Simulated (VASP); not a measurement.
Here is a VASP 6.6.1 calculation.

The input INCAR:

```
PREC = Accurate
ENCUT = 600
EDIFF = 1E-6
ISMEAR = 0
SIGMA = 0.1
LREAL = F
LASPH = T
NELM = 100
ALGO = Normal
ISIF = 3
LWAVE = F
LCHARG = F
GGA = PS
IVDW = 12
IBRION = 2
NSW = 100
EDIFFG = -0.002
```

KPOINTS

```
regular mesh
0
Gamma
  14 14 14
```

Contents of POSCAR:

```
LuH2
1.0
    0.0000000000      2.5165000000      2.5165000000
    2.5165000000      0.0000000000      2.5165000000
    2.5165000000      2.5165000000      0.0000000000
Lu H
1 2
Direct
    0.0000000000      0.0000000000      0.0000000000
    0.2500000000      0.2500000000      0.2500000000
    0.7500000000      0.7500000000      0.7500000000
```

Potentials or basis: VASP PAW PBE potentials, release 64 (Lu, H).

The run is started by

```sh
$ cat potpaw_PBE.64/Lu/POTCAR potpaw_PBE.64/H/POTCAR > POTCAR
$ mpirun -np 1 vasp_std > vasp.out
```

Task: Predict the relaxed cell.

Result: a = 3.475 Å, b = 3.475 Å, c = 3.475 Å, α = 60.00°, β = 60.00°, γ = 60.00°.

Task: Predict the relaxed volume.

Result: 9.89 Å³/atom.

Task: Predict the space group after relaxing (to 0.05 Å).

Result: Fm-3m (No. 225).

The path:
```
step  energy change (eV)  largest force (eV/Å)  pressure (GPa)  volume (Å³)
   1              0.0000                0.0000           -6.48        31.87
   2             -0.0464                0.0000           -1.00        29.93
   3             -0.0470                0.0000            0.11        29.63
   4             -0.0471                0.0000            0.12        29.67
   5             -0.0469                0.0000           -0.41        29.80
   6             -0.0470                0.0000           -0.13        29.71
   7             -0.0470                0.0000           -0.07        29.71
   8             -0.0470                0.0000           -0.09        29.71
   9             -0.0470                0.0000           -0.17        29.71
  10             -0.0470                0.0000           -0.14        29.71
  11             -0.0470                0.0000           -0.13        29.71
  12             -0.0470                0.0000           -0.12        29.71
  13             -0.0470                0.0000           -0.07        29.71
  14             -0.0470                0.0000           -0.09        29.71
  15             -0.0470                0.0000           -0.07        29.71
  16             -0.0471                0.0000           -0.22        29.70
  17             -0.0471                0.0000           -0.09        29.69
  18             -0.0471                0.0000           -0.05        29.67
  19             -0.0470                0.0000            0.14        29.63
  20             -0.0471                0.0000            0.12        29.66
  21             -0.0471                0.0000            0.05        29.67
  22             -0.0471                0.0000           -0.03        29.67
```

Caveat: the PAW data sets were made with another functional, which shifts forces and pressure a little; pairwise dispersion overbinds metals, which lowers pressure and volume.
